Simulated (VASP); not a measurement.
The system is AlN.

```
Al N
1.0
     2.83285    0.03612    0.00000
    -1.38515    2.43526    0.00000
     0.00000    0.00000    4.84101
Al N
2 2
Cartesian
  0.0000 0.0000 0.0000
  0.0000 0.0000 2.4205
  0.0129 1.6347 1.2103
  1.4348 0.8367 3.6308
```

This cell differs from its parent crystal: shear xy strain +2.5%.

Base run:

```yaml
Program: VASP 6.6.1
Functional: PBE
Potentials_or_basis: VASP PAW PBE potentials, release 64 (Al, N)
Cutoff: 520 eV
k_mesh: 12 × 12 × 6
Occupations: fermi-dirac, width 0.02 eV
Spin: no spin polarisation
```

Its results: band gap on the k mesh 4.84 eV (least direct gap 5.11 eV); pressure 6.2 GPa.

Problem. The run is repeated on the same cell with these changes: functional from PBE to r2SCAN; occupations from fermi-dirac, width 0.02 eV to gaussian, width 0.01 eV. What comes out?

Solution. Band gap on the k mesh 5.62 eV (least direct gap 5.89 eV); pressure -0.5 GPa.

Caveats: the cell stands under pressure (at least some runs); the PAW data sets were made with another functional, which shifts forces and pressure a little (at least some runs).

A k mesh can miss the band edges.
